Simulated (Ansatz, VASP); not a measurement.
**ZnS in VASP and in Ansatz**

```
CELL_PARAMETERS angstrom
-0.08114 2.66408 2.66408
2.66408 -0.08114 2.66408
2.66408 2.66408 -0.08114
ATOMIC_POSITIONS crystal
Zn 0.00000 0.00000 0.00000
S 0.75000 0.75000 0.75000
```

Change from the starting cell: equal xy, yz and zx shear strains of -3 %, crystal datasets.

Alike in both runs: task electric field gradients; functional PBEsol; k mesh 8 × 8 × 8; occupations fermi-dirac, width 0.01 eV; no spin polarisation.

|  | VASP | Ansatz |
| --- | --- | --- |
| version | VASP 6.6.1 | Ansatz 0.2.0 |
| potentials or method | VASP PAW PBE potentials, release 64 (Zn, S), cutoff 520 eV | all-electron PAW with datasets made for the crystal, scalar-relativistic |

|  | VASP | Ansatz | Ansatz less VASP |
| --- | --- | --- | --- |
| gap on the k mesh at the Fermi level (eV) | 1.86 | 1.86 | -0.001 |
| pressure (GPa) | -1.7 | -1.9 | -0.18 |
| traceless stress, the component that is largest in VASP (GPa) | 2.14 | 2.13 | -0.014 |
| rms of the force components (eV/Å) | 0.189 | 0.187 | -0.0022 |
| size of Vzz on the site where it differs most (V/Å²) | 19.3 | 17.7 | -1.66 |

VASP's potentials were made for PBE, not for PBEsol. Atom by atom the forces differ by 0.002 eV/Å (rms over components). Ansatz ran all-electron here, and VASP with PAW potentials.
